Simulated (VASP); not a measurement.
# KF (I4/mmm) in VASP: a series of runs

Runs on KF. Level: r2SCAN. Tasks: single point.

Program: VASP 6.6.1. These are calculated values, not measurements. Logs are shortened: lines on timing, memory, paths and dates and some standing lists are left out, and cuts for length are marked.

## 1. The cell of the first run

Symmetry: I4/mmm, No. 139, tetragonal system. Conventional cell: a = 3.610 Å, b = 3.610 Å, c = 5.404 Å, α = 90.00°, β = 90.00°, γ = 90.00°. Within 3.4 Å of K (site symmetry 4/mmm) lie 6 F at 2.55 to 2.70 Å. Within 3.4 Å of F (site symmetry 4/mmm) lie 6 K at 2.55 to 2.70 Å.

## 2. Single point, r2SCAN (epitaxial xy strain -4.0%)

POSCAR

```
KF
1.0
    0.0000000000      2.5526021332      2.7017833747
    2.5526021332      0.0000000000      2.7017833747
    2.5526021332      2.5526021332      0.0000000000
K F
1 1
Direct
    0.0000000000      0.0000000000      0.0000000000
    0.5000000000      0.5000000000      0.5000000000
```

INCAR.step1

```
SYSTEM = KF
PREC = Accurate ; ENCUT = 520
ISMEAR = 0 ; SIGMA = 0.01
LREAL = .False. ; LASPH = .True.
NELM = 60 ; NBANDS = 15
GGA = PE ; ALGO = Normal
EDIFF = 1E-4 ; LWAVE = .True.
LCHARG = .False.
```

INCAR.step2

```
SYSTEM = KF
PREC = Accurate ; ENCUT = 520
EDIFF = 1E-6 ; ISMEAR = 0
SIGMA = 0.01 ; LREAL = .False.
LASPH = .True. ; NELM = 60
ALGO = Normal ; ISIF = 2
LWAVE = .False. ; LCHARG = .False.
METAGGA = R2SCAN ; LMIXTAU = .True.
NBANDS = 15 ; ISTART = 1
```

KPOINTS

```
Automatic mesh
0
Gamma
  8 8 8
  0 0 0
```

Potentials or basis: VASP PAW PBE potentials, release 64 (K_sv, F).

Command:

```
> cat potpaw_PBE.64/K_sv/POTCAR potpaw_PBE.64/F/POTCAR > POTCAR
> cp INCAR.step1 INCAR
> mpirun -np 1 vasp_std > vasp.out
> cp INCAR.step2 INCAR
> mpirun -np 1 vasp_std > vasp.out
```

OUTCAR:

```text
SYSTEM = KF
   PREC = Accurate
   ENCUT = 520
   EDIFF = 1E-6
   ISMEAR = 0
   LREAL = .False.
   LASPH = .True.
   NELM = 60
   ISIF = 2
   METAGGA = R2SCAN
   ISTART = 1

 ion  position               nearest neighbor table
   1  0.000  0.000  0.000-   2 2.55   2 2.55   2 2.55   2 2.55   2 2.70   2 2.70
   2  0.500  0.500  0.500-   1 2.55   1 2.55   1 2.55   1 2.55   1 2.70   1 2.70

  LATTYP: Found a body centered tetragonal cell.
 ALAT       =     3.6099245561
 C/A-ratio  =     1.4968641769

  Lattice vectors:

 A1 = (  -2.5526021332,   0.0000000000,   2.7017833747)
 A2 = (   2.5526021332,   0.0000000000,   2.7017833747)
 A3 = (   0.0000000000,   2.5526021332,  -2.7017833747)

Analysis of symmetry for initial positions (statically):
=====================================================================
 Subroutine PRICEL returns:
 Original cell was already a primitive cell.

 Routine SETGRP: Setting up the symmetry group for a
 body centered tetragonal supercell.

 Subroutine GETGRP returns: Found 16 space group operations
 (whereof 16 operations were pure point group operations)
 out of a pool of 16 trial point group operations.

The static configuration has the point symmetry D_4h.

Analysis of symmetry for dynamics (positions and initial velocities):
=====================================================================
 Subroutine PRICEL returns:
 Original cell was already a primitive cell.

 Routine SETGRP: Setting up the symmetry group for a
 body centered tetragonal supercell.

 Subroutine GETGRP returns: Found 16 space group operations
 (whereof 16 operations were pure point group operations)
 out of a pool of 16 trial point group operations.

The dynamic configuration has the point symmetry D_4h.

 Subroutine INISYM returns: Found 16 space group operations
 (whereof 16 operations are pure point group operations),
 and found     1 'primitive' translations

----------------------------------------------------------------------------------------

                                     Primitive cell

  volume of cell :      35.2084

  direct lattice vectors                    reciprocal lattice vectors
     0.000000000  2.552602133  2.701783375    -0.195878548  0.195878548  0.185062949
     2.552602133  0.000000000  2.701783375     0.195878548 -0.195878548  0.185062949
     2.552602133  2.552602133  0.000000000     0.195878548  0.195878548 -0.185062949

  length of vectors
     3.716908804  3.716908804  3.609924556     0.333144273  0.333144273  0.333144273

  position of ions in fractional coordinates (direct lattice)
     0.000000000  0.000000000  0.000000000
     0.500000000  0.500000000  0.500000000

  ion indices of the primitive-cell ions
   primitive index   ion index
                 1           1
                 2           2

----------------------------------------------------------------------------------------

 KPOINTS: Automatic mesh

Automatic generation of k-mesh.
 Grid dimensions read from file:
 generate k-points for:    8    8    8

 Generating k-lattice:

  Cartesian coordinates                     Fractional coordinates (reciprocal lattice)
    -0.024484819  0.024484819  0.023132869     0.125000000 -0.000000000  0.000000000
     0.024484819 -0.024484819  0.023132869    -0.000000000  0.125000000  0.000000000
     0.024484819  0.024484819 -0.023132869     0.000000000  0.000000000  0.125000000

  Length of vectors
     0.041643034  0.041643034  0.041643034

  Shift w.r.t. Gamma in fractional coordinates (k-lattice)
     0.000000000  0.000000000  0.000000000

 Subroutine IBZKPT returns following result:
 ===========================================

 Found     59 irreducible k-points:

 Following reciprocal coordinates:
            Coordinates               Weight
  0.000000  0.000000  0.000000      1.000000
  0.125000 -0.000000  0.000000      8.000000
  0.250000 -0.000000  0.000000      8.000000
  0.375000 -0.000000  0.000000      8.000000
  0.500000 -0.000000  0.000000      4.000000
  0.125000  0.125000  0.000000      2.000000
[... 16 lines left out ...]
  0.250000 -0.000000  0.125000     16.000000
  0.375000  0.000000  0.125000     16.000000
 [... further k-points ...]
   k-points           NKPTS =     59   k-points in BZ     NKDIM =     59   number of bands    NBANDS=     15
   number of dos      NEDOS =    301   number of ions     NIONS =      2
   total plane-waves  NPLWV =  21952
   dimension x,y,z NGX =    28 NGY =   28 NGZ =   28
   dimension x,y,z NGXF=    56 NGYF=   56 NGZF=   56
   ions per type =               1   1
   NGX,Y,Z   is equivalent  to a cutoff of  12.52, 12.52, 12.89 a.u.
   NGXF,Y,Z  is equivalent  to a cutoff of  25.05, 25.05, 25.79 a.u.
 SYSTEM =  KF
   PREC   = accura    normal or accurate (medium, high low for compatibility)
   ISTART =      1    job   : 0-new  1-cont  2-samecut
   ICHARG =      0    charge: 1-file 2-atom 10-const
   ISPIN  =      1    spin polarized calculation?
   LNONCOLLINEAR =      F non collinear calculations
   LSORBIT =      F    spin-orbit coupling
   LASPH  =      T    aspherical Exc in radial PAW
   ENCUT  =  520.0 eV  38.22 Ry    6.18 a.u.   6.91  6.91  6.71*2*pi/ulx,y,z
   NELM   =     60;   NELMIN=  2; NELMDL=  0     # of ELM steps
   EDIFF  = 0.1E-05   stopping-criterion for ELM
   LREAL  =      F    real-space projection
   EDIFFG = 0.1E-04   stopping-criterion for IOM
   NSW    =      0    number of steps for IOM
   IBRION =     -1    ionic relax: 0-MD 1-quasi-New 2-CG
   NFREE  =      0    steps in history (QN), initial steepest desc. (CG)
   ISIF   =      2    stress and relaxation
   ISYM   =      2    0-nonsym 1-usesym 2-fastsym
   POTIM  = 0.5000    time-step for ionic-motion
   TEBEG  =    0.0;   TEEND  =   0.0 temperature during run
   PSTRESS=    0.0 pullay stress
   NELECT =      16.0000    total number of electrons
   NUPDOWN=      -1.0000    fix difference up-down
   EMIN   =  10.00;   EMAX   =-10.00  energy-range for DOS
   EFERMI =   0.00;   METHOD = LEGACY
   ISMEAR =     0;   SIGMA  =   0.01  broadening in eV -4-tet -1-fermi 0-gaus
   EFERMI_NEDOS =   21; number of points for ismear=-14 and -15
   IALGO  =     38    algorithm
   IMIX   =      4    mixing-type and parameters
     AMIX     =   0.40;   BMIX     =  1.00
     AMIX_MAG =   1.60;   BMIX_MAG =  1.00
  volume/ion in A,a.u.               =      17.60       118.80
  Fermi-wavevector in a.u.,A,eV,Ry     =   1.258633  2.378472 21.553777  1.584158
  Thomas-Fermi vector in A             =   2.392233
   LORBIT       =      0    0 simple, 1 ext, 2 COOP (PROOUT), +10 PAW based schemes
   METAGGA = R2SCAN    functional components
   LHFCALC =     F    Hartree Fock is set to
   AEXX    =    0.0000 exact exchange contribution
   IVDW    =     0    specifies the selected vdW correction
   LEPSILON=     F    determine dielectric tensor
   LRPA    =     F    only Hartree local field effects (RPA)
 non-spin polarized calculation
 Gauss-broadening in eV      SIGMA  =   0.01
  energy-cutoff  :      520.00
  volume of cell :       35.21
 maximum number of plane-waves:       966
   NGX = 13   NGY = 13   NGZ = 13

 number of electron      16.0000002 magnetization

 Free energy of the ion-electron system (eV)
  ---------------------------------------------------
  ext. energy  EPLUGINS =         0.00000000
  ---------------------------------------------------
  free energy    TOTEN  =       -14.92994465 eV

  energy without entropy =      -14.92994465  energy(sigma->0) =      -14.92994465

 E-fermi :  -2.9821     XC(G=0):  -9.3030

 val. band max:       -3.0871717698   @ k =   0.0000   0.0000   0.0000
 cond. band min:       4.1256462183   @ k =   0.0000   0.0000   0.0000
 fundamental gap:      7.2128179881
 Fermi energy:        -2.9821371009

 k-point     1 :       0.0000    0.0000    0.0000
  band No.  band energies     occupation
      1     -30.0279      2.00000
      2     -22.9592      2.00000
      3     -12.4589      2.00000
      4     -12.4410      2.00000
      5     -12.4410      2.00000
      6      -3.1960      2.00000
      7      -3.0872      2.00000
      8      -3.0872      2.00000
      9       4.1256      0.00000
     10       8.3176      0.00000
     11       8.6794      0.00000
     12       8.6794      0.00000
     13      10.2585      0.00000
     14      10.8311      0.00000
     15      14.6430      0.00000

 k-point     2 :       0.1250   -0.0000    0.0000
  band No.  band energies     occupation
      1     -30.0076      2.00000
      2     -22.9800      2.00000
      3     -12.4984      2.00000
      4     -12.4584      2.00000
      5     -12.4409      2.00000
      6      -3.2936      2.00000
      7      -3.1971      2.00000
      8      -3.1571      2.00000
      9       4.5862      0.00000
     10       8.2268      0.00000
     11       8.7067      0.00000
     12       8.9084      0.00000
     13      10.4378      0.00000
     14      11.0025      0.00000
     15      15.5237      0.00000

 k-point     3 :       0.2500   -0.0000    0.0000
  band No.  band energies     occupation
      1     -29.9578      2.00000
      2     -23.0309      2.00000
      3     -12.6100      2.00000
      4     -12.4826      2.00000
      5     -12.4403      2.00000
      6      -3.5961      2.00000
      7      -3.3524      2.00000
      8      -3.3221      2.00000
      9       5.7119      0.00000
     10       7.8854      0.00000
     11       9.2697      0.00000
     12       9.4985      0.00000
     13      10.9914      0.00000
     14      11.4943      0.00000
     15      16.9228      0.00000
[... 343 lines left out ...]
 k-point    23 :       0.2500   -0.0000    0.1250
  band No.  band energies     occupation
      1     -29.9586      2.00000
      2     -23.0244      2.00000
      3     -12.5802      2.00000
      4     -12.5298      2.00000
      5     -12.4599      2.00000
      6      -3.6219      2.00000
      7      -3.2950      2.00000
      8      -3.1964      2.00000
      9       5.5610      0.00000
     10       7.4700      0.00000
     11       9.4358      0.00000
     12       9.6535      0.00000
     13      10.9239      0.00000
     14      11.3578      0.00000
     15      17.1797      0.00000

 k-point    24 :       0.3750    0.0000    0.1250
  band No.  band energies     occupation
      1     -29.9094      2.00000
      2     -23.0670      2.00000
      3     -12.7045      2.00000
      4     -12.5511      2.00000
      5     -12.4970      2.00000
      6      -3.7791      2.00000
      7      -3.4381      2.00000
      8      -3.3584      2.00000
      9       6.6233      0.00000
     10       7.5141      0.00000
     11       9.9767      0.00000
     12      10.1833      0.00000
     13      11.7958      0.00000
     14      11.9790      0.00000
     15      16.4029      0.00000

 [... further k-points ...]
[... 5 lines left out ...]
  --------------------------------------------------------------------------------------
  -------------------------------------------------------------------------------------
  Total        1.0403958      1.0403958     -0.0138170      0.0000000      0.0000000     -0.0000000
  in kB       47.3437228     47.3437228     -0.6287500      0.0000000      0.0000000     -0.0000000
  external PRESSURE =      31.3528985 kB  Pullay stress =       0.0000000 kB

 VOLUME and BASIS-vectors are now :
 -----------------------------------------------------------------------------
  energy-cutoff  :      520.00
  volume of cell :       35.21
      direct lattice vectors                 reciprocal lattice vectors
     0.000000000  2.552602133  2.701783375    -0.195878548  0.195878548  0.185062949
     2.552602133  0.000000000  2.701783375     0.195878548 -0.195878548  0.185062949
     2.552602133  2.552602133  0.000000000     0.195878548  0.195878548 -0.185062949

 POSITION                                       TOTAL-FORCE (eV/Angst)
 -----------------------------------------------------------------------------------
      0.00000      0.00000      0.00000         0.000000     -0.000000      0.000000
      2.55260      2.55260      2.70178        -0.000000      0.000000      0.000000
 -----------------------------------------------------------------------------------
    total drift:                                0.000000      0.000000      0.000000

  FREE ENERGIE OF THE ION-ELECTRON SYSTEM (eV)
  ---------------------------------------------------
  free  energy   TOTEN  =       -14.9299446464 eV

  energy  without entropy=      -14.9299446464  energy(sigma->0) =      -14.92994465
```

Run time: 53 s. Hardware: 1 thread of Intel Xeon 6975P-C (Granite Rapids), shared host; peak memory 0.18 GiB.

Results:

| Item | Value |
| --- | --- |
| Free energy | -14.9299 eV |
| Pressure | 3.1 GPa |
| Band gap on the k mesh | 7.21 eV, direct |

Stress tensor (GPa, compression positive):
```
 4.73  0.00  0.00
 0.00  4.73  0.00
 0.00  0.00 -0.06
```

Caveat: the cell differs from its parent crystal (epitaxial xy strain -4.0%); the PAW data sets were made with another functional, which shifts forces and pressure a little. A k mesh can miss the band edges.

## 3. Single point, r2SCAN (uniaxial x strain +0.5%)

POSCAR

```
KF
1.0
    0.0000000000      2.6589605554      2.6589605554
    2.6722553582      0.0000000000      2.6589605554
    2.6722553582      2.6589605554      0.0000000000
K F
1 1
Direct
    0.0000000000      0.0000000000      0.0000000000
    0.5000000000      0.5000000000      0.5000000000
```

INCAR.step1

```
ALGO = Normal
EDIFF = 1E-4
ENCUT = 520
GGA = PE
ISMEAR = 0
LASPH = T
LCHARG = F
LREAL = F
LWAVE = T
NBANDS = 15
NELM = 100
PREC = Accurate
SIGMA = 0.01
```

INCAR.step2

```
ALGO = Normal
EDIFF = 1E-6
ENCUT = 520
ISIF = 2
ISMEAR = 0
ISTART = 1
LASPH = T
LCHARG = F
LMIXTAU = T
LREAL = F
LWAVE = F
METAGGA = R2SCAN
NBANDS = 15
NELM = 100
PREC = Accurate
SIGMA = 0.01
```

KPOINTS

```
k-points
0
Gamma
  8 8 8
```

Potentials or basis: VASP PAW PBE potentials, release 64 (K_sv, F).

Command:

```
> cat potpaw_PBE.64/K_sv/POTCAR potpaw_PBE.64/F/POTCAR > POTCAR
> cp INCAR.step1 INCAR
> mpirun -np 1 vasp_std > vasp.out
> cp INCAR.step2 INCAR
> mpirun -np 1 vasp_std > vasp.out
```

OUTCAR:

```text
EDIFF = 1E-6
   ENCUT = 520
   ISIF = 2
   ISMEAR = 0
   ISTART = 1
   LASPH = T
   LREAL = F
   METAGGA = R2SCAN
   NELM = 100
   PREC = Accurate

 ion  position               nearest neighbor table
   1  0.000  0.000  0.000-   2 2.66   2 2.66   2 2.66   2 2.66   2 2.67   2 2.67
   2  0.500  0.500  0.500-   1 2.66   1 2.66   1 2.66   1 2.66   1 2.67   1 2.67

  LATTYP: Found a body centered tetragonal cell.
 ALAT       =     3.7603380793
 C/A-ratio  =     1.4212846302

  Lattice vectors:

 A1 = (   2.6722553582,   0.0000000000,   2.6589605554)
 A2 = (   2.6722553582,   0.0000000000,  -2.6589605554)
 A3 = (  -2.6722553582,   2.6589605554,   0.0000000000)

Analysis of symmetry for initial positions (statically):
=====================================================================
 Subroutine PRICEL returns:
 Original cell was already a primitive cell.

 Routine SETGRP: Setting up the symmetry group for a
 body centered tetragonal supercell.

 Subroutine GETGRP returns: Found 16 space group operations
 (whereof 16 operations were pure point group operations)
 out of a pool of 16 trial point group operations.

The static configuration has the point symmetry D_4h.

[... 167 lines left out ...]
 k-point     1 :       0.0000    0.0000    0.0000
  band No.  band energies     occupation
      1     -30.4218      2.00000
      2     -23.1190      2.00000
      3     -12.9016      2.00000
      4     -12.8997      2.00000
      5     -12.8997      2.00000
      6      -3.3303      2.00000
      7      -3.3224      2.00000
      8      -3.3224      2.00000
      9       3.5555      0.00000
     10       8.1347      0.00000
     11       8.1639      0.00000
     12       8.1639      0.00000
     13      10.0027      0.00000
     14      10.0544      0.00000
[... 401 lines left out ...]
      2     -23.1782      2.00000
      3     -13.0830      2.00000
      4     -13.0014      2.00000
      5     -12.9069      2.00000
      6      -3.8759      2.00000
      7      -3.6015      2.00000
      8      -3.4551      2.00000
      9       5.7021      0.00000
     10       7.2134      0.00000
     11       9.2041      0.00000
     12       9.3137      0.00000
     13      10.8406      0.00000
     14      11.1565      0.00000
     15      15.9316      0.00000

 [... further k-points ...]
[... 5 lines left out ...]
  --------------------------------------------------------------------------------------
  -------------------------------------------------------------------------------------
  Total       -0.0974277     -0.0243853     -0.0243853     -0.0000000      0.0000000     -0.0000000
  in kB       -4.1310576     -1.0339684     -1.0339684     -0.0000000      0.0000000     -0.0000000
  external PRESSURE =      -2.0663315 kB  Pullay stress =       0.0000000 kB

 VOLUME and BASIS-vectors are now :
 -----------------------------------------------------------------------------
  energy-cutoff  :      520.00
  volume of cell :       37.79
      direct lattice vectors                 reciprocal lattice vectors
     0.000000000  2.658960555  2.658960555    -0.187107867  0.188043406  0.188043406
     2.672255358  0.000000000  2.658960555     0.187107867 -0.188043406  0.188043406
     2.672255358  2.658960555  0.000000000     0.187107867  0.188043406 -0.188043406

 POSITION                                       TOTAL-FORCE (eV/Angst)
 -----------------------------------------------------------------------------------
      0.00000      0.00000      0.00000         0.000000      0.000000     -0.000000
      2.67226      2.65896      2.65896         0.000000     -0.000000      0.000000
 -----------------------------------------------------------------------------------
    total drift:                                0.000000      0.000000      0.000000

  FREE ENERGIE OF THE ION-ELECTRON SYSTEM (eV)
  ---------------------------------------------------
  free  energy   TOTEN  =       -14.9729462065 eV

  energy  without entropy=      -14.9729462065  energy(sigma->0) =      -14.97294621
```

It took 54 s on 1 thread of Intel Xeon 6975P-C (Granite Rapids), shared host; peak memory 0.18 GiB.

Results:

```
Free energy            : -14.9729 eV
Pressure               : -0.2 GPa
Band gap on the k mesh : 6.88 eV, direct
```

Stress tensor (GPa, compression positive):
```
-0.41  0.00  0.00
 0.00 -0.10  0.00
 0.00  0.00 -0.10
```

Caveat: the cell differs from its parent crystal (uniaxial x strain +0.5%); the PAW data sets were made with another functional, which shifts forces and pressure a little. A k mesh can miss the band edges.
